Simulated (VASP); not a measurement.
# BN (F-43m) in VASP: further runs

BN is run at these levels: LDA; tasks: single point.

Program: VASP 6.6.1. These are calculated values, not measurements. Logs are shortened: lines on timing, memory, paths and dates and some standing lists are left out, and cuts for length are marked.

### Step 1. The cell of the first run

It takes space group F-43m (No. 216, cubic). Conventional cell: a = 3.615 Å, b = 3.615 Å, c = 3.615 Å, α = 90.00°, β = 90.00°, γ = 90.00°. Within 2.1 Å of B (site symmetry -43m) lie 4 N at 1.57 Å. Within 2.1 Å of N (site symmetry -43m) lie 4 B at 1.57 Å.

### Step 2. Single point, LDA

INCAR

```
ALGO = Normal
EDIFF = 1E-6
ENCUT = 600
GGA = CA
GGA_COMPAT = F
ISIF = 2
ISMEAR = 0
LASPH = T
LCHARG = T
LELF = T
LREAL = F
LVHAR = T
LWAVE = F
NBANDS = 11
NELM = 120
PREC = Accurate
SIGMA = 0.1
```

KPOINTS

```
k-points
0
Gamma
  8 8 8
```

POSCAR

```
BN
1.0
    0.0000000000      1.8075000000      1.8075000000
    1.8075000000      0.0000000000      1.8075000000
    1.8075000000      1.8075000000      0.0000000000
B N
1 1
Direct
    0.0000000000      0.0000000000      0.0000000000
    0.2500000000      0.2500000000      0.2500000000
```

Potentials or basis: VASP PAW LDA potentials, release 64 (B, N).

Launch:

```bash
cat potpaw_LDA.64/B/POTCAR potpaw_LDA.64/N/POTCAR > POTCAR
mpirun -np 1 vasp_std > vasp.out
```

OUTCAR:

```text
EDIFF = 1E-6
   ENCUT = 600
   GGA = CA
   ISIF = 2
   ISMEAR = 0
   LASPH = T
   LREAL = F
   NELM = 120
   PREC = Accurate

 ion  position               nearest neighbor table
   1  0.000  0.000  0.000-   2 1.57   2 1.57   2 1.57   2 1.57
   2  0.250  0.250  0.250-   1 1.57   1 1.57   1 1.57   1 1.57

  LATTYP: Found a face centered cubic cell.
 ALAT       =     3.6150000000

  Lattice vectors:

 A1 = (   0.0000000000,   1.8075000000,   1.8075000000)
 A2 = (   1.8075000000,   0.0000000000,   1.8075000000)
 A3 = (   1.8075000000,   1.8075000000,   0.0000000000)

Analysis of symmetry for initial positions (statically):
=====================================================================
 Subroutine PRICEL returns:
 Original cell was already a primitive cell.

 Routine SETGRP: Setting up the symmetry group for a
 face centered cubic supercell.

 Subroutine GETGRP returns: Found 24 space group operations
 (whereof 24 operations were pure point group operations)
 out of a pool of 48 trial point group operations.

The static configuration has the point symmetry T_d .

Analysis of symmetry for dynamics (positions and initial velocities):
=====================================================================
 Subroutine PRICEL returns:
 Original cell was already a primitive cell.

 Routine SETGRP: Setting up the symmetry group for a
 face centered cubic supercell.

 Subroutine GETGRP returns: Found 24 space group operations
 (whereof 24 operations were pure point group operations)
 out of a pool of 48 trial point group operations.

The dynamic configuration has the point symmetry T_d .

 Subroutine INISYM returns: Found 24 space group operations
 (whereof 24 operations are pure point group operations),
 and found     1 'primitive' translations

----------------------------------------------------------------------------------------

                                     Primitive cell

  volume of cell :      11.8104

  direct lattice vectors                    reciprocal lattice vectors
     0.000000000  1.807500000  1.807500000    -0.276625173  0.276625173  0.276625173
     1.807500000  0.000000000  1.807500000     0.276625173 -0.276625173  0.276625173
     1.807500000  1.807500000  0.000000000     0.276625173  0.276625173 -0.276625173

  length of vectors
     2.556191014  2.556191014  2.556191014     0.479128854  0.479128854  0.479128854

  position of ions in fractional coordinates (direct lattice)
     0.000000000  0.000000000  0.000000000
     0.250000000  0.250000000  0.250000000

  ion indices of the primitive-cell ions
   primitive index   ion index
                 1           1
                 2           2

----------------------------------------------------------------------------------------

 KPOINTS: k-points

Automatic generation of k-mesh.
 Grid dimensions read from file:
 generate k-points for:    8    8    8

 Generating k-lattice:

  Cartesian coordinates                     Fractional coordinates (reciprocal lattice)
    -0.034578147  0.034578147  0.034578147     0.125000000  0.000000000  0.000000000
     0.034578147 -0.034578147  0.034578147     0.000000000  0.125000000  0.000000000
     0.034578147  0.034578147 -0.034578147     0.000000000  0.000000000  0.125000000

  Length of vectors
     0.059891107  0.059891107  0.059891107

  Shift w.r.t. Gamma in fractional coordinates (k-lattice)
     0.000000000  0.000000000  0.000000000

 Subroutine IBZKPT returns following result:
 ===========================================

 Found     29 irreducible k-points:

 Following reciprocal coordinates:
            Coordinates               Weight
  0.000000  0.000000  0.000000      1.000000
  0.125000  0.000000  0.000000      8.000000
  0.250000  0.000000  0.000000      8.000000
  0.375000  0.000000  0.000000      8.000000
  0.500000  0.000000  0.000000      4.000000
  0.125000  0.125000  0.000000      6.000000
[... 16 lines left out ...]
  0.500000  0.250000  0.125000     48.000000
 -0.375000  0.250000  0.125000     24.000000
 [... further k-points ...]
   k-points           NKPTS =     29   k-points in BZ     NKDIM =     29   number of bands    NBANDS=     11
   number of dos      NEDOS =    301   number of ions     NIONS =      2
   total plane-waves  NPLWV =   8000
   dimension x,y,z NGX =    20 NGY =   20 NGZ =   20
   dimension x,y,z NGXF=    40 NGYF=   40 NGZF=   40
   ions per type =               1   1
   NGX,Y,Z   is equivalent  to a cutoff of  13.01, 13.01, 13.01 a.u.
   NGXF,Y,Z  is equivalent  to a cutoff of  26.01, 26.01, 26.01 a.u.
 SYSTEM =  unknown system
   PREC   = accura    normal or accurate (medium, high low for compatibility)
   ISTART =      0    job   : 0-new  1-cont  2-samecut
   ICHARG =      2    charge: 1-file 2-atom 10-const
   ISPIN  =      1    spin polarized calculation?
   LNONCOLLINEAR =      F non collinear calculations
   LSORBIT =      F    spin-orbit coupling
   LASPH  =      T    aspherical Exc in radial PAW
   ENCUT  =  600.0 eV  44.10 Ry    6.64 a.u.   5.11  5.11  5.11*2*pi/ulx,y,z
   NELM   =    120;   NELMIN=  2; NELMDL= -5     # of ELM steps
   EDIFF  = 0.1E-05   stopping-criterion for ELM
   LREAL  =      F    real-space projection
   EDIFFG = 0.1E-04   stopping-criterion for IOM
   NSW    =      0    number of steps for IOM
   IBRION =     -1    ionic relax: 0-MD 1-quasi-New 2-CG
   NFREE  =      0    steps in history (QN), initial steepest desc. (CG)
   ISIF   =      2    stress and relaxation
   ISYM   =      2    0-nonsym 1-usesym 2-fastsym
   POTIM  = 0.5000    time-step for ionic-motion
   TEBEG  =    0.0;   TEEND  =   0.0 temperature during run
   PSTRESS=    0.0 pullay stress
   NELECT =       8.0000    total number of electrons
   NUPDOWN=      -1.0000    fix difference up-down
   EMIN   =  10.00;   EMAX   =-10.00  energy-range for DOS
   EFERMI =   0.00;   METHOD = LEGACY
   ISMEAR =     0;   SIGMA  =   0.10  broadening in eV -4-tet -1-fermi 0-gaus
   EFERMI_NEDOS =   21; number of points for ismear=-14 and -15
   IALGO  =     38    algorithm
   IMIX   =      4    mixing-type and parameters
     AMIX     =   0.40;   BMIX     =  1.00
     AMIX_MAG =   1.60;   BMIX_MAG =  1.00
  volume/ion in A,a.u.               =       5.91        39.85
  Fermi-wavevector in a.u.,A,eV,Ry     =   1.437749  2.716952 28.124920  2.067123
  Thomas-Fermi vector in A             =   2.556793
   LORBIT       =      0    0 simple, 1 ext, 2 COOP (PROOUT), +10 PAW based schemes
   GGA     = CA    functional components
   LHFCALC =     F    Hartree Fock is set to
   AEXX    =    0.0000 exact exchange contribution
   IVDW    =     0    specifies the selected vdW correction
   LEPSILON=     F    determine dielectric tensor
   LRPA    =     F    only Hartree local field effects (RPA)
 non-spin polarized calculation
 Gauss-broadening in eV      SIGMA  =   0.10
  energy-cutoff  :      600.00
  volume of cell :       11.81
 maximum number of plane-waves:       411
   NGX = 11   NGY = 11   NGZ = 11

 number of electron       8.0000000 magnetization

 Free energy of the ion-electron system (eV)
  ---------------------------------------------------
  ext. energy  EPLUGINS =         0.00000000
  ---------------------------------------------------
  free energy    TOTEN  =       -19.40664395 eV

  energy without entropy =      -19.40664395  energy(sigma->0) =      -19.40664395

 E-fermi :   7.8962     XC(G=0): -13.1048

 val. band max:        7.3877887708   @ k =   0.0000   0.0000   0.0000
 cond. band min:      11.7319935509   @ k =   0.5000   0.5000   0.0000
 fundamental gap:      4.3442047801
 Fermi energy:         7.8962180838

 k-point     1 :       0.0000    0.0000    0.0000
  band No.  band energies     occupation
      1     -12.6810      2.00000
      2       7.3878      2.00000
      3       7.3878      2.00000
      4       7.3878      2.00000
      5      16.0716      0.00000
      6      16.0716      0.00000
      7      16.0716      0.00000
      8      17.8286      0.00000
      9      31.8783      0.00000
     10      35.1750      0.00000
     11      35.1750      0.00000

 k-point     2 :       0.1250    0.0000    0.0000
  band No.  band energies     occupation
      1     -12.3007      2.00000
      2       5.5253      2.00000
      3       7.0049      2.00000
      4       7.0049      2.00000
      5      16.4876      0.00000
      6      16.6425      0.00000
      7      16.6425      0.00000
      8      18.9458      0.00000
      9      31.3424      0.00000
     10      31.9241      0.00000
     11      31.9241      0.00000

 k-point     3 :       0.2500    0.0000    0.0000
  band No.  band energies     occupation
      1     -11.1946      2.00000
      2       1.9335      2.00000
      3       6.2539      2.00000
      4       6.2539      2.00000
      5      17.0200      0.00000
      6      17.5885      0.00000
      7      17.5885      0.00000
      8      20.8653      0.00000
      9      30.4745      0.00000
     10      30.8582      0.00000
     11      30.8582      0.00000

 k-point     4 :       0.3750    0.0000    0.0000
  band No.  band energies     occupation
      1      -9.5489      2.00000
      2      -1.5298      2.00000
      3       5.6570      2.00000
      4       5.6570      2.00000
      5      17.4407      0.00000
      6      17.9492      0.00000
      7      17.9492      0.00000
      8      22.0423      0.00000
      9      30.2909      0.00000
     10      32.3501      0.00000
     11      32.3501      0.00000
[... 239 lines left out ...]
 k-point    22 :       0.3750    0.2500    0.1250
  band No.  band energies     occupation
      1     -10.2503      2.00000
      2       1.7259      2.00000
      3       3.4379      2.00000
      4       5.3638      2.00000
      5      15.8409      0.00000
      6      19.1154      0.00000
      7      19.9427      0.00000
      8      20.5724      0.00000
      9      26.6328      0.00000
     10      32.8244      0.00000
     11      34.5228      0.00000

 k-point    23 :       0.5000    0.2500    0.1250
  band No.  band energies     occupation
      1      -8.7086      2.00000
      2      -0.8199      2.00000
      3       2.6400      2.00000
      4       4.4273      2.00000
      5      16.6416      0.00000
      6      18.6418      0.00000
      7      21.0783      0.00000
      8      21.8648      0.00000
      9      27.1923      0.00000
     10      32.3863      0.00000
     11      34.6204      0.00000

 k-point    24 :      -0.3750    0.2500    0.1250
  band No.  band energies     occupation
      1      -7.6863      2.00000
      2      -2.3286      2.00000
      3       2.5778      2.00000
      4       3.9169      2.00000
      5      16.8126      0.00000
      6      18.5035      0.00000
      7      21.6785      0.00000
      8      22.9967      0.00000
      9      26.5557      0.00000
     10      32.9741      0.00000
     11      34.6314      0.00000

 [... further k-points ...]
[... 5 lines left out ...]
  --------------------------------------------------------------------------------------
  -------------------------------------------------------------------------------------
  Total       -0.7588213     -0.7588213     -0.7588213      0.0000000      0.0000000     -0.0000000
  in kB     -102.9402387   -102.9402387   -102.9402387      0.0000000      0.0000000     -0.0000000
  external PRESSURE =    -102.9402387 kB  Pullay stress =       0.0000000 kB

 VOLUME and BASIS-vectors are now :
 -----------------------------------------------------------------------------
  energy-cutoff  :      600.00
  volume of cell :       11.81
      direct lattice vectors                 reciprocal lattice vectors
     0.000000000  1.807500000  1.807500000    -0.276625173  0.276625173  0.276625173
     1.807500000  0.000000000  1.807500000     0.276625173 -0.276625173  0.276625173
     1.807500000  1.807500000  0.000000000     0.276625173  0.276625173 -0.276625173

 POSITION                                       TOTAL-FORCE (eV/Angst)
 -----------------------------------------------------------------------------------
      0.00000      0.00000      0.00000         0.000000      0.000000      0.000000
      0.90375      0.90375      0.90375        -0.000000     -0.000000     -0.000000
 -----------------------------------------------------------------------------------
    total drift:                               -0.000000     -0.000000     -0.000000

  FREE ENERGIE OF THE ION-ELECTRON SYSTEM (eV)
  ---------------------------------------------------
  free  energy   TOTEN  =       -19.4066439506 eV

  energy  without entropy=      -19.4066439506  energy(sigma->0) =      -19.40664395
```

Run time: 7.5 s. Hardware: 1 thread of Intel Xeon 8259CL, shared host; peak memory 0.11 GiB.

What came out:

| Item | Value |
| --- | --- |
| Free energy | -19.4066 eV |
| Pressure | -10.3 GPa |
| Band gap on the k mesh | 4.34 eV (least direct gap 8.68 eV) |

Levels at points of the mesh, in eV from the valence-band top:
```
           k point  band 1  band 2  band 3  band 4  band 5  band 6  band 7  band 8
(0.00, 0.00, 0.00)  -20.07    0.00    0.00    0.00    8.68    8.68    8.68   10.44
(0.50, 0.00, 0.00)  -15.79  -10.71   -1.95   -1.95   10.21   10.56   10.56   15.02
(0.50, 0.50, 0.00)  -14.41   -8.88   -4.93   -4.93    4.34    9.15   17.70   17.70
```

Caveat: the cell stands under tension. A k mesh can miss the band edges.

### Step 3. Single point, LDA

This run uses another cell than the first one, of 5.74 Å³/atom.

INCAR

```
PREC     = Accurate       # precision mode
ENCUT    = 600            # plane-wave cutoff, eV
EDIFF    = 1E-6           # SCF threshold, eV
ISMEAR   = 0              # smearing method
SIGMA    = 0.02           # smearing width, eV
LREAL    = False          # projectors in reciprocal space
LASPH    = True           # aspherical terms in the spheres
NELM     = 120            # most SCF steps
ALGO     = Normal         # electronic algorithm
ISIF     = 2              # what is computed and relaxed
LWAVE    = False          # write WAVECAR
LCHARG   = True           # write CHGCAR
GGA      = CA             # functional
LELF     = True           # ELF
LVHAR    = True         
NBANDS   = 11             # bands
GGA_COMPAT= False
```

KPOINTS

```
Automatic mesh
0
Gamma
  12 12 12
```

POSCAR

```
BN
1.0
    0.0000000000      1.7902747239      1.7902747239
    1.7902747239      0.0000000000      1.7902747239
    1.7902747239      1.7902747239      0.0000000000
B N
1 1
Direct
    0.0000000000      0.0000000000      0.0000000000
    0.2500000000      0.2500000000      0.2500000000
```

Potentials or basis: VASP PAW LDA potentials, release 64 (B, N).

Launch:

```bash
cat potpaw_LDA.64/B/POTCAR potpaw_LDA.64/N/POTCAR > POTCAR
mpirun -np 1 vasp_std > vasp.out
```

Run time: 13 s. Hardware: 1 thread of Intel Xeon 8259CL, shared host; peak memory 0.12 GiB.

It converged, with:

| Quantity | Value |
| --- | --- |
| Free energy | -19.4163 eV |
| Pressure | 0.8 GPa |
| Band gap on the k mesh | 4.38 eV (least direct gap 8.82 eV) |

Levels at points of the mesh, in eV from the valence-band top:
| k point | band 1 | band 2 | band 3 | band 4 | band 5 | band 6 | band 7 | band 8 |
| --- | --- | --- | --- | --- | --- | --- | --- | --- |
| (0.00, 0.00, 0.00) | -20.40 | 0.00 | 0.00 | 0.00 | 8.82 | 8.82 | 8.82 | 10.91 |
| (0.50, 0.00, 0.00) | -15.98 | -10.98 | -2.00 | -2.00 | 10.59 | 10.72 | 10.72 | 15.31 |
| (0.50, 0.50, 0.00) | -14.56 | -9.07 | -5.07 | -5.07 | 4.38 | 9.31 | 18.14 | 18.14 |

A k mesh can miss the band edges.

(Part 1 of 2 ends here.)
